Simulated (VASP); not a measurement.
A run of VASP 6.6.1:

POSCAR

```
Al
1.0
   -1.6224269796      1.6224269796      1.6224269796
    1.6224269796     -1.6224269796      1.6224269796
    1.6224269796      1.6224269796     -1.6224269796
Al
1
Direct
    0.0000000000      0.0000000000      0.0000000000
```

INCAR.step1

```
SYSTEM = Al
PREC = Accurate
ENCUT = 520
EDIFF = 1E-5
ISMEAR = 1
SIGMA = 0.1
LREAL = .False.
LASPH = .True.
NELM = 60
ALGO = Normal
ISIF = 2
LWAVE = .True.
LCHARG = .False.
NBANDS = 8
GGA = PE
```

File INCAR.step2:

```
SYSTEM = Al
PREC = Accurate
ENCUT = 520
EDIFF = 1E-6
ISMEAR = 1
SIGMA = 0.1
LREAL = .False.
LASPH = .True.
NELM = 60
ALGO = Normal
ISIF = 2
LWAVE = .False.
LCHARG = .False.
GGA = PE
LHFCALC = .True.
HFSCREEN = 0.2079
PRECFOCK = Normal
IVDW = 12
VDW_S6 = 1.0
VDW_S8 = 2.31
VDW_A1 = 0.383
VDW_A2 = 5.685
NBANDS = 8
ISTART = 1
```

File KPOINTS:

```
regular mesh
0
Gamma
  8 8 8
  0 0 0
```

Potentials or basis: VASP PAW PBE potentials, release 64 (Al).

Command:

```bash
$ cat potpaw_PBE.64/Al/POTCAR > POTCAR
$ cp INCAR.step1 INCAR
$ mpirun -np 1 vasp_std > vasp.out
$ cp INCAR.step2 INCAR
$ mpirun -np 1 vasp_std > vasp.out
```

Hardware: 1 thread of AMD EPYC 7R13 Processor (Zen 3), on a shared host.

Problem. Estimate the wall time of this run.

Solution. Run time: 4.6 min on 1 thread of AMD EPYC 7R13 Processor (Zen 3), on a shared host, peak memory 0.22 GiB. Counts: k points 29.
